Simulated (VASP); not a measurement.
Ti, 1 atom in the cell. It takes space group Fm-3m (No. 225, cubic). Conventional cell: a = 3.940 Å, b = 3.940 Å, c = 3.940 Å, α = 90.00°, β = 90.00°, γ = 90.00°. Ti (site symmetry m-3m) has 12 Ti at 2.79 Å within 3.7 Å.  This cell differs from its parent crystal: volume scaled by 0.88.

```yaml
Program: VASP 6.6.1
Task: single point
Functional: PBE
Potentials_or_basis: VASP PAW PBE potentials, release 64 (Ti_sv)
Cutoff: 520 eV
k_mesh: 18 × 18 × 18
Occupations: gaussian, width 0.1 eV
Spin: no spin polarisation
Dipole_correction: no
Further_INCAR_settings: ALGO = Normal; EDIFF = 1e-06; NBANDS = 12
```

Potentials or basis: VASP PAW PBE potentials, release 64 (Ti_sv).

Run with:

```bash
$ cat potpaw_PBE.64/Ti_sv/POTCAR > POTCAR
$ mpirun -np 1 vasp_std > vasp.out
```

Hardware: 1 thread of Intel(R) Xeon(R) Platinum 8488C (Sapphire Rapids), on a shared host.

**Question.** How long does it take, and how much memory?

**Answer.** Run time: 18 s on 1 thread of Intel(R) Xeon(R) Platinum 8488C (Sapphire Rapids), on a shared host, peak memory 0.15 GiB. Counts: scf iterations 12, k points 195.
